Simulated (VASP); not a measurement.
# CdAs2C (I-42d) in VASP: a series of runs, part 2 of 2

VASP 6.6.1.

### Step 3. Single point, PBE

This run uses another cell than the first one, of 19.00 Å³/atom.

Input file INCAR:

```
SYSTEM = CdAs2C
  PREC = Accurate
  ENCUT = 520
  EDIFF = 1E-6
  ISMEAR = -1
  SIGMA = 0.02
  LREAL = .FALSE.
  LASPH = .TRUE.
  NELM = 60
  ALGO = Normal
  ISIF = 2
  LWAVE = .FALSE.
  LCHARG = .FALSE.
  GGA = PE
  NBANDS = 36
```

Input file KPOINTS:

```
Automatic mesh
0
G
  6 6 6
  0 0 0
```

Input file POSCAR:

```
CdAs2C
1.0
   -2.8912562296      2.8912562296      4.5460871873
    2.8912562296     -2.8912562296      4.5460871873
    2.8912562296      2.8912562296     -4.5460871873
Cd As C
2 4 2
Direct
    0.0000000000      0.0000000000      0.0000000000
    0.7500000000      0.2500000000      0.5000000000
    0.3750000000      0.4621596407      0.5871596407
    0.2121596407      0.6250000000      0.0871596407
    0.8750000000      0.7878403593      0.4128403593
    0.5378403593      0.1250000000     -0.0871596407
    0.5000000000      0.5000000000      0.0000000000
    0.2500000000      0.7500000000      0.5000000000
```

Potentials or basis: VASP PAW PBE potentials, release 64 (Cd, As, C).

Started as:

```sh
$ cat potpaw_PBE.64/Cd/POTCAR potpaw_PBE.64/As/POTCAR potpaw_PBE.64/C/POTCAR > POTCAR
$ mpirun -np 1 vasp_std > vasp.out
```

OUTCAR:

```text
SYSTEM = CdAs2C
   PREC = Accurate
   ENCUT = 520
   EDIFF = 1E-6
   ISMEAR = -1
   LREAL = .FALSE.
   LASPH = .TRUE.
   NELM = 60
   ISIF = 2
   GGA = PE

 ion  position               nearest neighbor table
   1  0.000  0.000  0.000-   3 2.68   4 2.68   6 2.68   5 2.68   2 3.68   2 3.68   2 3.68   2 3.68

   2  0.750  0.250  0.500-   4 2.68   3 2.68   5 2.68   6 2.68   1 3.68   1 3.68   1 3.68   1 3.68

   3  0.375  0.462  0.587-   7 2.07   8 2.07   2 2.68   1 2.68
   4  0.212  0.625  0.087-   7 2.07   8 2.07   1 2.68   2 2.68
   5  0.875  0.788  0.413-   7 2.07   8 2.07   1 2.68   2 2.68
   6  0.538  0.125  0.913-   7 2.07   8 2.07   2 2.68   1 2.68
   7  0.500  0.500  0.000-   3 2.07   4 2.07   5 2.07   6 2.07
   8  0.250  0.750  0.500-   3 2.07   4 2.07   5 2.07   6 2.07

  LATTYP: Found a body centered tetragonal cell.
 ALAT       =     5.7825124592
 C/A-ratio  =     1.5723570747

  Lattice vectors:

 A1 = (  -2.8912562296,   2.8912562296,   4.5460871873)
 A2 = (   2.8912562296,  -2.8912562296,   4.5460871873)
 A3 = (   2.8912562296,   2.8912562296,  -4.5460871873)

Analysis of symmetry for initial positions (statically):
=====================================================================
 Subroutine PRICEL returns:
 Original cell was already a primitive cell.

 Routine SETGRP: Setting up the symmetry group for a
 body centered tetragonal supercell.

 Subroutine GETGRP returns: Found  8 space group operations
 (whereof  4 operations were pure point group operations)
 out of a pool of 16 trial point group operations.

The static configuration has the point symmetry S_4 .
 The point group associated with its full space group is D_2d.

Analysis of symmetry for dynamics (positions and initial velocities):
=====================================================================
 Subroutine PRICEL returns:
 Original cell was already a primitive cell.
[... 138 lines left out ...]
   IALGO  =     38    algorithm
   IMIX   =      4    mixing-type and parameters
     AMIX     =   0.40;   BMIX     =  1.00
     AMIX_MAG =   1.60;   BMIX_MAG =  1.00
  volume/ion in A,a.u.               =      19.00       128.23
  Fermi-wavevector in a.u.,A,eV,Ry     =   1.144948  2.163637 17.835948  1.310905
  Thomas-Fermi vector in A             =   2.281638
   LORBIT       =      0    0 simple, 1 ext, 2 COOP (PROOUT), +10 PAW based schemes
   GGA     = PE    functional components
   LHFCALC =     F    Hartree Fock is set to
   AEXX    =    0.0000 exact exchange contribution
   IVDW    =     0    specifies the selected vdW correction
   LEPSILON=     F    determine dielectric tensor
   LRPA    =     F    only Hartree local field effects (RPA)
 non-spin polarized calculation
  energy-cutoff  :      520.00
  volume of cell :      152.01
 maximum number of plane-waves:      4105
 NGX is ok and might be reduce to    48
   NGX = 23   NGY = 23   NGZ = 23

 number of electron      52.0000004 magnetization

 Free energy of the ion-electron system (eV)
  ---------------------------------------------------
  ext. energy  EPLUGINS =         0.00000000
  ---------------------------------------------------
  free energy    TOTEN  =       -33.92026579 eV

  energy without entropy =      -33.92007714  energy(sigma->0) =      -33.92017146

 E-fermi :   4.2826     XC(G=0): -10.1310

 val. band max:        4.2501243010   @ k =   0.0000   0.0000   0.0000
 cond. band min:       4.3129034224   @ k =   0.0000   0.0000   0.0000
 fundamental gap:      0.0627791214
 Fermi energy:         4.2825744724

 k-point     1 :       0.0000    0.0000    0.0000
  band No.  band energies     occupation
      1     -11.0647      2.00000
      2      -7.9738      2.00000
      3      -7.1273      2.00000
      4      -7.1273      2.00000
      5      -6.8811      2.00000
      6      -4.6402      2.00000
[... 925 lines left out ...]
     35       9.3035      0.00000
     36       9.6179      0.00000

 [... further k-points ...]
[... 5 lines left out ...]
  --------------------------------------------------------------------------------------
  -------------------------------------------------------------------------------------
  Total        0.4349608      0.4349608      0.3325222      0.0000000      0.0000000      0.0000000
  in kB        4.5844770      4.5844770      3.5047764      0.0000000      0.0000000      0.0000000
  external PRESSURE =       4.2245768 kB  Pullay stress =       0.0000000 kB

 VOLUME and BASIS-vectors are now :
 -----------------------------------------------------------------------------
  energy-cutoff  :      520.00
  volume of cell :      152.01
      direct lattice vectors                 reciprocal lattice vectors
    -2.891256230  2.891256230  4.546087187     0.000000000  0.172935209  0.109984692
     2.891256230 -2.891256230  4.546087187     0.172935209  0.000000000  0.109984692
     2.891256230  2.891256230 -4.546087187     0.172935209  0.172935209  0.000000000

 POSITION                                       TOTAL-FORCE (eV/Angst)
 -----------------------------------------------------------------------------------
      0.00000      0.00000      0.00000         0.000000     -0.000000      0.000000
     -0.00000      2.89126      2.27304         0.000000     -0.000000     -0.000000
      1.94963      1.44563      1.13652        -0.011557     -0.000000      0.000000
      1.44563     -0.94163      3.40957         0.000000     -0.011557      0.000000
      0.94163      1.44563      5.68261         0.011557     -0.000000      0.000000
      1.44563      3.83288     -1.13652         0.000000      0.011557      0.000000
      0.00000      0.00000      4.54609         0.000000     -0.000000      0.000000
      2.89126     -0.00000      2.27304         0.000000     -0.000000      0.000000
 -----------------------------------------------------------------------------------
    total drift:                               -0.000001     -0.000001     -0.000000

  FREE ENERGIE OF THE ION-ELECTRON SYSTEM (eV)
  ---------------------------------------------------
  free  energy   TOTEN  =       -33.9202657895 eV

  energy  without entropy=      -33.9200771367  energy(sigma->0) =      -33.92017146
```

OSZICAR:

```text
N       E                     dE             d eps       ncg     rms          rms(c)
DAV:   1     0.304662944285E+03    0.30466E+03   -0.24336E+04  2168   0.131E+03
DAV:   2    -0.146434565046E+02   -0.31931E+03   -0.30707E+03  2448   0.297E+02
DAV:   3    -0.358679433196E+02   -0.21224E+02   -0.20900E+02  2688   0.730E+01
DAV:   4    -0.362612158016E+02   -0.39327E+00   -0.39126E+00  2532   0.907E+00
DAV:   5    -0.362664734191E+02   -0.52576E-02   -0.52553E-02  2576   0.106E+00    0.111E+01
DAV:   6    -0.339028645293E+02    0.23636E+01   -0.67718E+00  2936   0.213E+01    0.783E+00
DAV:   7    -0.339663919609E+02   -0.63527E-01   -0.20472E+00  2380   0.675E+00    0.456E+00
DAV:   8    -0.339537473566E+02    0.12645E-01   -0.51429E-01  2572   0.319E+00    0.116E+00
DAV:   9    -0.339185968837E+02    0.35150E-01   -0.12403E-01  2668   0.187E+00    0.365E-01
DAV:  10    -0.339201370269E+02   -0.15401E-02   -0.38453E-02  2372   0.746E-01    0.161E-01
DAV:  11    -0.339202363214E+02   -0.99295E-04   -0.12200E-03  2628   0.221E-01    0.432E-02
DAV:  12    -0.339202593451E+02   -0.23024E-04   -0.78120E-05  2624   0.747E-02    0.226E-02
DAV:  13    -0.339202650070E+02   -0.56618E-05   -0.18050E-05  2636   0.232E-02    0.721E-03
DAV:  14    -0.339202657895E+02   -0.78254E-06   -0.36731E-06  2136   0.113E-02
   1 F= -.33920266E+02 E0= -.33920171E+02  d E =-.188653E-03
```

It took 2.7 min on 1 thread of AMD EPYC 9R45 (Zen 5), shared host; peak memory 0.37 GiB.

What came out:

| Quantity | Value |
| --- | --- |
| Free energy | -33.9203 eV |
| Pressure | 0.4 GPa |
| Largest force | 0.012 eV/Å |
| Band gap on the k mesh | 0.06 eV |

Forces in eV/Å, atoms in the order of the input:
```
Cd   0.000  0.000  0.000
Cd   0.000  0.000  0.000
As  -0.012  0.000  0.000
As   0.000 -0.012  0.000
As   0.012  0.000  0.000
As   0.000  0.012  0.000
C    0.000  0.000  0.000
C    0.000  0.000  0.000
```

A k mesh can miss the band edges.

### Step 4. Single point, r2SCAN

Input file POSCAR:

```
CdAs2C
1.0
   -2.8679541182      2.8679541182      4.4997870049
    2.8679541182     -2.8679541182      4.4997870049
    2.8679541182      2.8679541182     -4.4997870049
Cd As C
2 4 2
Direct
    0.0000000000      0.0000000000      0.0000000000
    0.7500000000      0.2500000000      0.5000000000
    0.3750000000      0.4615929393      0.5865929393
    0.2115929393      0.6250000000      0.0865929393
    0.8750000000      0.7884070607      0.4134070607
    0.5384070607      0.1250000000     -0.0865929393
    0.5000000000      0.5000000000      0.0000000000
    0.2500000000      0.7500000000      0.5000000000
```

Input file INCAR.step1:

```
  PREC = Accurate
  ENCUT = 520
  ISMEAR = -1
  SIGMA = 0.02
  LREAL = False
  LASPH = True
  NELM = 80
  NBANDS = 36
  GGA = PE
  ALGO = Normal
  EDIFF = 1E-4
  LWAVE = True
  LCHARG = False
```

Input file INCAR.step2:

```
  PREC = Accurate
  ENCUT = 520
  EDIFF = 1E-6
  ISMEAR = -1
  SIGMA = 0.02
  LREAL = False
  LASPH = True
  NELM = 80
  ALGO = Normal
  ISIF = 2
  LWAVE = False
  LCHARG = False
  METAGGA = R2SCAN
  LMIXTAU = True
  NBANDS = 36
  ISTART = 1
```

Input file KPOINTS:

```
regular mesh
0
Gamma
  6 6 6
```

Started as:

```sh
$ cat potpaw_PBE.64/Cd/POTCAR potpaw_PBE.64/As/POTCAR potpaw_PBE.64/C/POTCAR > POTCAR
$ cp INCAR.step1 INCAR
$ mpirun -np 1 vasp_std > vasp.out
$ cp INCAR.step2 INCAR
$ mpirun -np 1 vasp_std > vasp.out
```

It took 9.7 min on 1 thread of AMD EPYC 9R45 (Zen 5), shared host; peak memory 0.42 GiB.

Results (log left out):

```yaml
Free_energy: -114.4984 eV
Pressure: 0.3 GPa
Largest_force: 0.005 eV/Å
Band_gap_on_the_k_mesh: 0.39 eV
```

Forces on the atoms (eV/Å):
```
Cd   0.000  0.000  0.000
Cd   0.000  0.000  0.000
As   0.005  0.000  0.000
As   0.000  0.005  0.000
As  -0.005  0.000  0.000
As   0.000 -0.005  0.000
C    0.000  0.000  0.000
C    0.000  0.000  0.000
```

Stress tensor (GPa, compression positive):
```
0.29 0.00 0.00
0.00 0.29 0.00
0.00 0.00 0.20
```

Levels at points of the mesh, in eV from the valence-band top:
| k point | band 22 | band 23 | band 24 | band 25 | band 26 | band 27 | band 28 | band 29 | band 30 | band 31 |
| --- | --- | --- | --- | --- | --- | --- | --- | --- | --- | --- |
| (0.00, 0.00, 0.00) | -2.95 | -2.95 | -0.96 | -0.96 | 0.00 | 0.39 | 0.52 | 0.64 | 2.90 | 2.90 |
| (0.50, 0.00, 0.00) | -3.84 | -2.45 | -2.24 | -0.81 | -0.67 | 1.56 | 1.99 | 2.69 | 3.01 | 3.85 |
| (0.50, 0.50, 0.00) | -3.11 | -1.74 | -1.74 | -1.09 | -1.09 | 0.89 | 0.89 | 2.27 | 2.27 | 3.63 |
| (0.50, 0.50, 0.50) | -3.22 | -2.87 | -2.87 | -0.68 | -0.68 | 0.98 | 0.98 | 2.22 | 2.22 | 3.39 |

Caveat: the PAW data sets were made with another functional, which shifts forces and pressure a little. A k mesh can miss the band edges.

### Step 5. Single point, r2SCAN

POSCAR is that of step 4.

Input file INCAR.step1:

```
SYSTEM = CdAs2C
PREC     = Accurate       ! precision mode
ENCUT    = 520            ! plane-wave cutoff, eV
ISMEAR   = 0              ! smearing method
SIGMA    = 0.01           ! smearing width, eV
LREAL    = .FALSE.        ! projectors in reciprocal space
LASPH    = .TRUE.         ! aspherical terms in the spheres
NELM     = 80             ! most SCF steps
NBANDS   = 36             ! bands
GGA      = PE             ! functional
ALGO     = Normal         ! electronic algorithm
EDIFF    = 1E-4           ! SCF threshold, eV
LWAVE    = .TRUE.         ! write WAVECAR
LCHARG   = .FALSE.        ! write CHGCAR
```

Input file INCAR.step2:

```
SYSTEM = CdAs2C
PREC     = Accurate       ! precision mode
ENCUT    = 520            ! plane-wave cutoff, eV
EDIFF    = 1E-6           ! SCF threshold, eV
ISMEAR   = 0              ! smearing method
SIGMA    = 0.01           ! smearing width, eV
LREAL    = .FALSE.        ! projectors in reciprocal space
LASPH    = .TRUE.         ! aspherical terms in the spheres
NELM     = 80             ! most SCF steps
ALGO     = Normal         ! electronic algorithm
ISIF     = 2              ! what is computed and relaxed
LWAVE    = .FALSE.        ! write WAVECAR
LCHARG   = .FALSE.        ! write CHGCAR
METAGGA  = R2SCAN         ! meta-GGA
LMIXTAU  = .TRUE.       
NBANDS   = 36             ! bands
ISTART   = 1
```

Input file KPOINTS:

```
regular mesh
0
G
  6 6 6
  0 0 0
```

Potentials or basis: VASP PAW PBE potentials, release 64 (Cd, As, C).

Started as:

```sh
$ cat potpaw_PBE.64/Cd/POTCAR potpaw_PBE.64/As/POTCAR potpaw_PBE.64/C/POTCAR > POTCAR
$ cp INCAR.step1 INCAR
$ mpirun -np 1 vasp_std > vasp.out
$ cp INCAR.step2 INCAR
$ mpirun -np 1 vasp_std > vasp.out
```

OUTCAR:

```text
SYSTEM = CdAs2C
   PREC = Accurate
   ENCUT = 520
   EDIFF = 1E-6
   ISMEAR = 0
   LREAL = .FALSE.
   LASPH = .TRUE.
   NELM = 80
   ISIF = 2
   METAGGA = R2SCAN
   ISTART = 1

 ion  position               nearest neighbor table
   1  0.000  0.000  0.000-   3 2.66   6 2.66   5 2.66   4 2.66   2 3.65   2 3.65   2 3.65   2 3.65

   2  0.750  0.250  0.500-   4 2.66   5 2.66   6 2.66   3 2.66   1 3.65   1 3.65   1 3.65   1 3.65

   3  0.375  0.462  0.587-   8 2.05   7 2.05   1 2.66   2 2.66
   4  0.212  0.625  0.087-   7 2.05   8 2.05   2 2.66   1 2.66
   5  0.875  0.788  0.413-   7 2.05   8 2.05   1 2.66   2 2.66
[... 1154 lines left out ...]
  Total        0.2672328      0.2672328      0.1851071      0.0000000      0.0000000      0.0000000
  in kB        2.8920383      2.8920383      2.0032596      0.0000000      0.0000000      0.0000000
  external PRESSURE =       2.5957787 kB  Pullay stress =       0.0000000 kB

 VOLUME and BASIS-vectors are now :
 -----------------------------------------------------------------------------
  energy-cutoff  :      520.00
  volume of cell :      148.05
      direct lattice vectors                 reciprocal lattice vectors
    -2.867954118  2.867954118  4.499787005     0.000000000  0.174340307  0.111116370
     2.867954118 -2.867954118  4.499787005     0.174340307  0.000000000  0.111116370
     2.867954118  2.867954118 -4.499787005     0.174340307  0.174340307  0.000000000

 POSITION                                       TOTAL-FORCE (eV/Angst)
 -----------------------------------------------------------------------------------
      0.00000      0.00000      0.00000        -0.000000     -0.000000     -0.000000
      0.00000      2.86795      2.24989        -0.000000      0.000000      0.000000
      1.93067      1.43398      1.12495         0.004762      0.000000     -0.000000
      1.43398     -0.93729      3.37484         0.000000      0.004762     -0.000000
      0.93729      1.43398      5.62473        -0.004762      0.000000      0.000000
      1.43398      3.80524     -1.12495         0.000000     -0.004762      0.000000
      0.00000      0.00000      4.49979         0.000000      0.000000      0.000000
      2.86795      0.00000      2.24989         0.000000      0.000000      0.000000
 -----------------------------------------------------------------------------------
    total drift:                                0.000023      0.000023      0.000022

  FREE ENERGIE OF THE ION-ELECTRON SYSTEM (eV)
  ---------------------------------------------------
  free  energy   TOTEN  =      -114.4984084766 eV

  energy  without entropy=     -114.4984084766  energy(sigma->0) =     -114.49840848
```

OUTCAR.step1:

```text
SYSTEM = CdAs2C
   PREC = Accurate
   ENCUT = 520
   ISMEAR = 0
   LREAL = .FALSE.
   LASPH = .TRUE.
[... 1186 lines left out ...]
      1.43398      3.80524     -1.12495        -0.000000     -0.000558      0.000000
      0.00000      0.00000      4.49979        -0.000000     -0.000000      0.000000
      2.86795      0.00000      2.24989        -0.000000     -0.000000      0.000000
 -----------------------------------------------------------------------------------
    total drift:                               -0.000001     -0.000001     -0.000001

  FREE ENERGIE OF THE ION-ELECTRON SYSTEM (eV)
  ---------------------------------------------------
  free  energy   TOTEN  =       -33.8828793158 eV

  energy  without entropy=      -33.8828793158  energy(sigma->0) =      -33.88287932
```

Run time: 9 min. Hardware: 1 thread of AMD EPYC 9R45 (Zen 5), shared host; peak memory 0.42 GiB.

What came out:

| Property | Result |
| --- | --- |
| Free energy | -114.4984 eV |
| Pressure | 0.3 GPa |
| Largest force | 0.005 eV/Å |
| Band gap on the k mesh | 0.39 eV |

Forces on the atoms (eV/Å):
```
Cd   0.000  0.000  0.000
Cd   0.000  0.000  0.000
As   0.005  0.000  0.000
As   0.000  0.005  0.000
As  -0.005  0.000  0.000
As   0.000 -0.005  0.000
C    0.000  0.000  0.000
C    0.000  0.000  0.000
```

Caveat: the PAW data sets were made with another functional, which shifts forces and pressure a little. A k mesh can miss the band edges.

### Step 6. Overview

| level | cell | smearing | gap on the mesh (eV) | pressure (GPa) |
| --- | --- | --- | --- | --- |
| PBE | a = 6.058 Å, angles 123.5, 123.5, 84.1°, 8 atoms | fermi-dirac 0.02 eV | 0.19 | 2.7 |
| PBE | a = 6.114 Å, angles 123.6, 123.6, 83.9°, 8 atoms | fermi-dirac 0.02 eV | 0.06 | 0.4 |
| r2SCAN | a = 6.058 Å, angles 123.5, 123.5, 84.1°, 8 atoms | fermi-dirac 0.02 eV | 0.39 | 0.3 |
| r2SCAN | a = 6.058 Å, angles 123.5, 123.5, 84.1°, 8 atoms | gaussian 0.01 eV | 0.39 | 0.3 |

Alike in all rows: task single point; potentials or basis VASP PAW PBE potentials, release 64 (Cd, As, C); no spin polarisation; k mesh 6 × 6 × 6; cutoff (eV) 520.

On the cell as given the gap runs from 0.19 eV (PBE) to 0.39 eV (r2SCAN). The pressure there spans 0.3 GPa (r2SCAN) to 2.7 GPa (PBE); a positive pressure means that this level wants a larger cell, a negative one a smaller.

Caveats: the PAW data sets were made with another functional, which shifts forces and pressure a little (at least some runs).

Total energies depend on the potentials used, so only differences within one code and one set of settings carry meaning.
